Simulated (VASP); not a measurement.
Wanted: the native input for a VASP 6.6.1 run.

| Quantity | Value |
| --- | --- |
| Task | single point |
| Functional | PBE |
| Potentials or basis | VASP PAW PBE potentials, release 64 (Cd, O) |
| Cutoff | 600 eV |
| k mesh | 12 × 12 × 4 |
| Occupations | gaussian, width 0.01 eV |
| Spin | no spin polarisation |
| Dipole correction | no |
| Further INCAR settings | ALGO = Normal; EDIFF = 1e-06; NBANDS = 40 |

The structure of CdO3 lies in POSCAR:

```
CdO3
1.0
    3.2817835102      0.0000000000      0.0000000000
    0.0000000000      3.2817835102      0.0000000000
    0.0000000000      0.0000000000     10.8343562031
Cd O
2 6
Direct
    0.0000000000      0.5000000000      0.8870836689
    0.5000000000      0.0000000000      0.1129163311
    0.5000000000      0.0000000000      0.4439373489
    0.5000000000      0.0000000000      0.5561530473
    0.0000000000      0.5000000000      0.5560626511
    0.0000000000      0.5000000000      0.4438469527
    0.5000000000      0.0000000000      0.8893713559
    0.0000000000      0.5000000000      0.1106286441
```

One way to write it, as run:

INCAR

```
PREC = Accurate ; ENCUT = 600
EDIFF = 1E-6 ; ISMEAR = 0
SIGMA = 0.01 ; LREAL = F
LASPH = T ; NELM = 120
ALGO = Normal ; ISIF = 2
LWAVE = F ; LCHARG = T
GGA = PE ; LELF = T
LVHAR = T ; NBANDS = 40
GGA_COMPAT = F
```

KPOINTS

```
Automatic mesh
0
Gamma
  12 12 4
```

Potentials or basis: VASP PAW PBE potentials, release 64 (Cd, O).

Run with:

```sh
$ cat potpaw_PBE.64/Cd/POTCAR potpaw_PBE.64/O/POTCAR > POTCAR
$ mpirun -np 1 vasp_std > vasp.out
```

It gave:

| Item | Value |
| --- | --- |
| Pressure | 1.6 GPa |
| Largest force | 1.189 eV/Å |
| Band gap on the k mesh | zero (filled and empty bands touch) |

Caveat: the standard files for N, O and F lose accuracy on very short bonds; semilocal functionals underestimate gaps, and a narrow one can read as zero; forces of over 1 eV/Å act on the atoms, so gaps and moduli don't describe the material at rest.

Run time: 14 min on 1 thread of Oxide Virtual Turin-like Processor, on a shared host, peak memory 0.47 GiB.
